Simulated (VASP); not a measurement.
# CuI (P6_3/mmc) in VASP: a series of runs, part 2 of 2

VASP 6.6.1. The steps go on from the part before.

### Step 3. Single point, PBEsol

This run uses another cell than the first one, of 27.65 Å³/atom, 1.056 times its volume.

INCAR

```
SYSTEM = CuI
PREC = Accurate ; ENCUT = 520
EDIFF = 1E-6 ; ISMEAR = -1
SIGMA = 0.02 ; LREAL = .FALSE.
LASPH = .TRUE. ; NELM = 60
ALGO = Normal ; ISIF = 2
LWAVE = .FALSE. ; LCHARG = .FALSE.
GGA = PS ; NBANDS = 26
```

KPOINTS

```
regular mesh
0
G
  6 6 4
  0 0 0
```

POSCAR

```
CuI
1.0
    4.3452033687      0.0000000000      0.0000000000
   -2.1726016843      3.7630565019      0.0000000000
    0.0000000000      0.0000000000      6.7632210586
Cu I
2 2
Direct
    0.3333333333      0.6666666667      0.2500000000
    0.6666666667      0.3333333333      0.7500000000
    0.6666666667      0.3333333333      0.2500000000
    0.3333333333      0.6666666667      0.7500000000
```

Potentials or basis: VASP PAW PBE potentials, release 64 (Cu, I).

Launch:

```
> cat potpaw_PBE.64/Cu/POTCAR potpaw_PBE.64/I/POTCAR > POTCAR
> mpirun -np 1 vasp_std > vasp.out
```

OUTCAR:

```text
SYSTEM = CuI
   PREC = Accurate
   ENCUT = 520
   EDIFF = 1E-6
   ISMEAR = -1
   LREAL = .FALSE.
   LASPH = .TRUE.
   NELM = 60
   ISIF = 2
   GGA = PS

 ion  position               nearest neighbor table
   1  0.333  0.667  0.250-   3 2.51   3 2.51   3 2.51
   2  0.667  0.333  0.750-   4 2.51   4 2.51   4 2.51
   3  0.667  0.333  0.250-   1 2.51   1 2.51   1 2.51
   4  0.333  0.667  0.750-   2 2.51   2 2.51   2 2.51

  LATTYP: Found a hexagonal cell.
 ALAT       =     4.3452033687
 C/A-ratio  =     1.5564797513

  Lattice vectors:

 A1 = (   4.3452033687,   0.0000000000,   0.0000000000)
 A2 = (  -2.1726016843,   3.7630565019,   0.0000000000)
 A3 = (   0.0000000000,   0.0000000000,   6.7632210586)

Analysis of symmetry for initial positions (statically):
=====================================================================
 Subroutine PRICEL returns:
 Original cell was already a primitive cell.

 Routine SETGRP: Setting up the symmetry group for a
 hexagonal supercell.

 Subroutine GETGRP returns: Found 24 space group operations
 (whereof 12 operations were pure point group operations)
 out of a pool of 24 trial point group operations.

The static configuration has the point symmetry D_3d.
 The point group associated with its full space group is D_6h.

Analysis of symmetry for dynamics (positions and initial velocities):
=====================================================================
 Subroutine PRICEL returns:
 Original cell was already a primitive cell.

 Routine SETGRP: Setting up the symmetry group for a
 hexagonal supercell.

 Subroutine GETGRP returns: Found 24 space group operations
 (whereof 12 operations were pure point group operations)
 out of a pool of 24 trial point group operations.

The dynamic configuration has the point symmetry D_3d.
 The point group associated with its full space group is D_6h.

 Subroutine INISYM returns: Found 24 space group operations
 (whereof 12 operations are pure point group operations),
 and found     1 'primitive' translations

----------------------------------------------------------------------------------------

                                     Primitive cell

  volume of cell :     110.5871

  direct lattice vectors                    reciprocal lattice vectors
     4.345203369  0.000000000  0.000000000     0.230138826  0.132870713  0.000000000
    -2.172601684  3.763056502  0.000000000     0.000000000  0.265741426  0.000000000
     0.000000000  0.000000000  6.763221059     0.000000000  0.000000000  0.147858541

  length of vectors
     4.345203369  4.345203369  6.763221059     0.265741426  0.265741426  0.147858541

  position of ions in fractional coordinates (direct lattice)
     0.333333333  0.666666667  0.250000000
     0.666666667  0.333333333  0.750000000
     0.666666667  0.333333333  0.250000000
     0.333333333  0.666666667  0.750000000

  ion indices of the primitive-cell ions
   primitive index   ion index
                 1           1
                 2           2
                 3           3
                 4           4

----------------------------------------------------------------------------------------

 KPOINTS: regular mesh

Automatic generation of k-mesh.
 Grid dimensions read from file:
 generate k-points for:    6    6    4

 Generating k-lattice:

  Cartesian coordinates                     Fractional coordinates (reciprocal lattice)
     0.038356471  0.022145119  0.000000000     0.166666667  0.000000000  0.000000000
     0.000000000  0.044290238  0.000000000     0.000000000  0.166666667  0.000000000
     0.000000000  0.000000000  0.036964635     0.000000000  0.000000000  0.250000000

  Length of vectors
     0.044290238  0.044290238  0.036964635

  Shift w.r.t. Gamma in fractional coordinates (k-lattice)
     0.000000000  0.000000000  0.000000000

 Subroutine IBZKPT returns following result:
 ===========================================

 Found     21 irreducible k-points:

 Following reciprocal coordinates:
            Coordinates               Weight
  0.000000  0.000000  0.000000      1.000000
  0.166667  0.000000  0.000000      6.000000
  0.333333  0.000000  0.000000      6.000000
  0.500000 -0.000000  0.000000      3.000000
  0.166667  0.166667  0.000000      6.000000
  0.333333  0.166667  0.000000     12.000000
[... 13 lines left out ...]
  0.333333  0.166667  0.500000     12.000000
  0.333333  0.333333  0.500000      2.000000
   k-points           NKPTS =     21   k-points in BZ     NKDIM =     21   number of bands    NBANDS=     26
   number of dos      NEDOS =    301   number of ions     NIONS =      4
   total plane-waves  NPLWV =  51200
   dimension x,y,z NGX =    32 NGY =   32 NGZ =   50
   dimension x,y,z NGXF=    64 NGYF=   64 NGZF=  100
   ions per type =               2   2
   NGX,Y,Z   is equivalent  to a cutoff of  12.24, 12.24, 12.29 a.u.
   NGXF,Y,Z  is equivalent  to a cutoff of  24.49, 24.49, 24.58 a.u.
 SYSTEM =  CuI
   PREC   = accura    normal or accurate (medium, high low for compatibility)
   ISTART =      0    job   : 0-new  1-cont  2-samecut
   ICHARG =      2    charge: 1-file 2-atom 10-const
   ISPIN  =      1    spin polarized calculation?
   LNONCOLLINEAR =      F non collinear calculations
   LSORBIT =      F    spin-orbit coupling
   LASPH  =      T    aspherical Exc in radial PAW
   ENCUT  =  520.0 eV  38.22 Ry    6.18 a.u.   8.08  8.08 12.58*2*pi/ulx,y,z
   NELM   =     60;   NELMIN=  2; NELMDL= -5     # of ELM steps
   EDIFF  = 0.1E-05   stopping-criterion for ELM
   LREAL  =      F    real-space projection
   EDIFFG = 0.1E-04   stopping-criterion for IOM
   NSW    =      0    number of steps for IOM
   IBRION =     -1    ionic relax: 0-MD 1-quasi-New 2-CG
   NFREE  =      0    steps in history (QN), initial steepest desc. (CG)
   ISIF   =      2    stress and relaxation
   ISYM   =      2    0-nonsym 1-usesym 2-fastsym
   POTIM  = 0.5000    time-step for ionic-motion
   TEBEG  =    0.0;   TEEND  =   0.0 temperature during run
   PSTRESS=    0.0 pullay stress
   NELECT =      36.0000    total number of electrons
   NUPDOWN=      -1.0000    fix difference up-down
   EMIN   =  10.00;   EMAX   =-10.00  energy-range for DOS
   EFERMI =   0.00;   METHOD = LEGACY
   ISMEAR =    -1;   SIGMA  =   0.02  broadening in eV -4-tet -1-fermi 0-gaus
   EFERMI_NEDOS =   21; number of points for ismear=-14 and -15
   IALGO  =     38    algorithm
   IMIX   =      4    mixing-type and parameters
     AMIX     =   0.40;   BMIX     =  1.00
     AMIX_MAG =   1.60;   BMIX_MAG =  1.00
  volume/ion in A,a.u.               =      27.65       186.57
  Fermi-wavevector in a.u.,A,eV,Ry     =   1.126179  2.128170 17.255993  1.268280
  Thomas-Fermi vector in A             =   2.262860
   LORBIT       =      0    0 simple, 1 ext, 2 COOP (PROOUT), +10 PAW based schemes
   GGA     = PS    functional components
   LHFCALC =     F    Hartree Fock is set to
   AEXX    =    0.0000 exact exchange contribution
   IVDW    =     0    specifies the selected vdW correction
   LEPSILON=     F    determine dielectric tensor
   LRPA    =     F    only Hartree local field effects (RPA)
 non-spin polarized calculation
  energy-cutoff  :      520.00
  volume of cell :      110.59
 maximum number of plane-waves:      2998
   NGX = 17   NGY = 17   NGZ = 25

 number of electron      35.9999982 magnetization

 Free energy of the ion-electron system (eV)
  ---------------------------------------------------
  ext. energy  EPLUGINS =         0.00000000
  ---------------------------------------------------
  free energy    TOTEN  =       -12.20029267 eV

  energy without entropy =      -12.20029267  energy(sigma->0) =      -12.20029267

 E-fermi :   4.7738     XC(G=0):  -9.1509

 val. band max:        4.3134016007   @ k =   0.0000   0.0000   0.0000
 cond. band min:       5.3492346759   @ k =   0.0000   0.0000   0.0000
 fundamental gap:      1.0358330752
 Fermi energy:         4.7737767022

 k-point     1 :       0.0000    0.0000    0.0000
  band No.  band energies     occupation
      1      -9.7137      2.00000
      2      -9.1364      2.00000
      3      -0.5314      2.00000
      4       0.0362      2.00000
      5       0.0362      2.00000
      6       0.2423      2.00000
[... 18 lines left out ...]
     25      11.2478      0.00000
     26      11.6454      0.00000
[... 557 lines left out ...]
      4      -1.2689      2.00000
      5      -0.1371      2.00000
      6      -0.1371      2.00000
[... 18 lines left out ...]
     25      11.5561      0.00000
     26      11.5561      0.00000

------------------------ aborting loop because EDIFF is reached ----------------------------------------

  FORCE on cell =-STRESS in cart. coord.  units (eV):
  Direction    XX          YY          ZZ          XY          YZ          ZX
  --------------------------------------------------------------------------------------
  -------------------------------------------------------------------------------------
  Total        0.1329817      0.1329817      0.0441628      0.0000000      0.0000000      0.0000000
  in kB        1.9266286      1.9266286      0.6398266      0.0000000      0.0000000      0.0000000
  external PRESSURE =       1.4976946 kB  Pullay stress =       0.0000000 kB

 VOLUME and BASIS-vectors are now :
 -----------------------------------------------------------------------------
  energy-cutoff  :      520.00
  volume of cell :      110.59
      direct lattice vectors                 reciprocal lattice vectors
     4.345203369  0.000000000  0.000000000     0.230138826  0.132870713  0.000000000
    -2.172601684  3.763056502  0.000000000     0.000000000  0.265741426  0.000000000
     0.000000000  0.000000000  6.763221059     0.000000000  0.000000000  0.147858541

 POSITION                                       TOTAL-FORCE (eV/Angst)
 -----------------------------------------------------------------------------------
     -0.00000      2.50870      1.69081        -0.000000      0.000000      0.000000
      2.17260      1.25435      5.07242         0.000000     -0.000000      0.000000
      2.17260      1.25435      1.69081        -0.000000      0.000000      0.000000
     -0.00000      2.50870      5.07242        -0.000000      0.000000     -0.000000
 -----------------------------------------------------------------------------------
    total drift:                                0.000000     -0.000000      0.000000

  FREE ENERGIE OF THE ION-ELECTRON SYSTEM (eV)
  ---------------------------------------------------
  free  energy   TOTEN  =       -12.2002926664 eV

  energy  without entropy=      -12.2002926664  energy(sigma->0) =      -12.20029267
```

Wall time 48 s (1 thread of Intel Xeon Platinum 8488C (Sapphire Rapids), shared host); peak memory 0.24 GiB.

What came out:

* Free energy: -12.2003 eV
* Pressure: 0.1 GPa
* Band gap on the k mesh: 1.04 eV, direct

Caveat: the PAW data sets were made with another functional, which shifts forces and pressure a little; spin-orbit coupling is left out, which moves the levels of the heavy elements. A hybrid or GW would open this gap; PBEsol tends to underestimate it.

### Step 4. Single point, PBE

This run uses another cell than the first one, of 30.07 Å³/atom, 1.148 times its volume.

INCAR

```
  PREC = Accurate
  ENCUT = 520
  EDIFF = 1E-7
  ISMEAR = -1
  SIGMA = 0.02
  LREAL = False
  LASPH = True
  NELM = 60
  ALGO = Normal
  ISIF = 2
  LWAVE = False
  LCHARG = False
  GGA = PE
  NBANDS = 26
```

KPOINTS

```
Automatic mesh
0
Gamma
  6 6 4
```

POSCAR

```
CuI
1.0
    4.3755374598      0.0000000000      0.0000000000
   -2.1877687299      3.7893265954      0.0000000000
    0.0000000000      0.0000000000      7.2537939909
Cu I
2 2
Direct
    0.3333333333      0.6666666667      0.2500000000
    0.6666666667      0.3333333333      0.7500000000
    0.6666666667      0.3333333333      0.2500000000
    0.3333333333      0.6666666667      0.7500000000
```

Potentials or basis: VASP PAW PBE potentials, release 64 (Cu, I).

Launch:

```
> cat potpaw_PBE.64/Cu/POTCAR potpaw_PBE.64/I/POTCAR > POTCAR
> mpirun -np 1 vasp_std > vasp.out
```

OUTCAR:

```text
PREC = Accurate
   ENCUT = 520
   EDIFF = 1E-7
   ISMEAR = -1
   LREAL = False
   LASPH = True
   NELM = 60
   ISIF = 2
   GGA = PE

 ion  position               nearest neighbor table
   1  0.333  0.667  0.250-   3 2.53   3 2.53   3 2.53
   2  0.667  0.333  0.750-   4 2.53   4 2.53   4 2.53
   3  0.667  0.333  0.250-   1 2.53   1 2.53   1 2.53
   4  0.333  0.667  0.750-   2 2.53   2 2.53   2 2.53

  LATTYP: Found a hexagonal cell.
[... 802 lines left out ...]

  FORCE on cell =-STRESS in cart. coord.  units (eV):
  Direction    XX          YY          ZZ          XY          YZ          ZX
  --------------------------------------------------------------------------------------
  -------------------------------------------------------------------------------------
  Total        0.9473537      0.9473537      0.5364227      0.0000000      0.0000000      0.0000000
  in kB       12.6201371     12.6201371      7.1459355      0.0000000      0.0000000      0.0000000
  external PRESSURE =      10.7954032 kB  Pullay stress =       0.0000000 kB

 VOLUME and BASIS-vectors are now :
 -----------------------------------------------------------------------------
  energy-cutoff  :      520.00
  volume of cell :      120.27
      direct lattice vectors                 reciprocal lattice vectors
     4.375537460  0.000000000  0.000000000     0.228543352  0.131949566  0.000000000
    -2.187768730  3.789326595  0.000000000     0.000000000  0.263899132  0.000000000
     0.000000000  0.000000000  7.253793991     0.000000000  0.000000000  0.137858892

 POSITION                                       TOTAL-FORCE (eV/Angst)
 -----------------------------------------------------------------------------------
     -0.00000      2.52622      1.81345         0.000000      0.000000      0.000000
      2.18777      1.26311      5.44035        -0.000000      0.000000      0.000000
      2.18777      1.26311      1.81345        -0.000000      0.000000     -0.000000
     -0.00000      2.52622      5.44035         0.000000      0.000000      0.000000
 -----------------------------------------------------------------------------------
    total drift:                               -0.000000      0.000000      0.000000

  FREE ENERGIE OF THE ION-ELECTRON SYSTEM (eV)
  ---------------------------------------------------
  free  energy   TOTEN  =       -10.7998600637 eV

  energy  without entropy=      -10.7998600637  energy(sigma->0) =      -10.79986006
```

OSZICAR:

```text
N       E                     dE             d eps       ncg     rms          rms(c)
DAV:   1     0.271849392933E+03    0.27185E+03   -0.14849E+04  1092   0.145E+03
DAV:   2     0.158757841712E+02   -0.25597E+03   -0.24309E+03  1094   0.304E+02
DAV:   3    -0.985682398823E+01   -0.25733E+02   -0.25231E+02  1450   0.119E+02
DAV:   4    -0.111909097274E+02   -0.13341E+01   -0.13304E+01  1474   0.239E+01
DAV:   5    -0.112689664848E+02   -0.78057E-01   -0.78049E-01  1754   0.551E+00    0.704E+00
DAV:   6    -0.110750710025E+02    0.19390E+00   -0.71699E+00  1338   0.559E+01    0.450E+00
DAV:   7    -0.107972697109E+02    0.27780E+00   -0.16892E+00  1274   0.342E+01    0.236E+00
DAV:   8    -0.108093032982E+02   -0.12034E-01   -0.14373E-01  1682   0.472E+00    0.854E-01
DAV:   9    -0.107991709997E+02    0.10132E-01   -0.50303E-02  1516   0.533E+00    0.232E-01
DAV:  10    -0.107997196700E+02   -0.54867E-03   -0.29313E-03  1546   0.444E-01    0.102E-01
DAV:  11    -0.107998550469E+02   -0.13538E-03   -0.99214E-04  1424   0.668E-01    0.510E-02
DAV:  12    -0.107998557712E+02   -0.72423E-06   -0.72235E-05  1768   0.106E-01    0.410E-02
DAV:  13    -0.107998587839E+02   -0.30128E-05   -0.98092E-06  1416   0.489E-02    0.166E-02
DAV:  14    -0.107998599780E+02   -0.11941E-05   -0.13083E-05  1624   0.728E-02    0.649E-03
DAV:  15    -0.107998601001E+02   -0.12208E-06   -0.13518E-06  1336   0.811E-03    0.643E-03
DAV:  16    -0.107998600637E+02    0.36425E-07   -0.76211E-08   864   0.514E-03
   1 F= -.10799860E+02 E0= -.10799860E+02  d E =-.188977E-10
```

stdout:

```text
POSCAR found type information on POSCAR CuI
 POSCAR found :  2 types and       4 ions
 scaLAPACK will be used
 LDA part: xc-table for (Slater+PW92), standard interpolation
 POSCAR, INCAR and KPOINTS ok, starting setup
 FFT: planning ... GRIDC
 FFT: planning ... GRID_SOFT
 FFT: planning ... GRID
 WAVECAR not read
 entering main loop
```

It took 60 s on 1 thread of Intel Xeon Platinum 8488C (Sapphire Rapids), shared host; peak memory 0.26 GiB.

Results:

* Free energy: -10.7999 eV
* Pressure: 1.1 GPa
* Band gap on the k mesh: 1.23 eV, direct

Caveat: spin-orbit coupling is left out, which moves the levels of the heavy elements. A k mesh can miss the band edges.

### Step 5. Overview

| level | potentials or basis | cell | gap on the mesh (eV) | pressure (GPa) |
| --- | --- | --- | --- | --- |
| LDA | VASP PAW LDA potentials, release 64 (Cu, I) | a = 4.301, b = 4.301, c = 6.539 Å, angles 90.0, 90.0, 120.0°, 4 atoms | 0.94 | 0.3 |
| PBEsol | VASP PAW PBE potentials, release 64 (Cu, I) | a = 4.345, b = 4.345, c = 6.763 Å, angles 90.0, 90.0, 120.0°, 4 atoms | 1.04 | 0.1 |
| PBE | VASP PAW PBE potentials, release 64 (Cu, I) | a = 4.376, b = 4.376, c = 7.254 Å, angles 90.0, 90.0, 120.0°, 4 atoms | 1.23 | 1.1 |

Alike in all rows: task single point; no spin polarisation; k mesh 6 × 6 × 4; cutoff (eV) 520; smearing fermi-dirac 0.02 eV.

Caveats: spin-orbit coupling is left out, which moves the levels of the heavy elements; the PAW data sets were made with another functional, which shifts forces and pressure a little (some runs).

Total energies depend on the potentials used, so only differences within one code and one set of settings carry meaning.
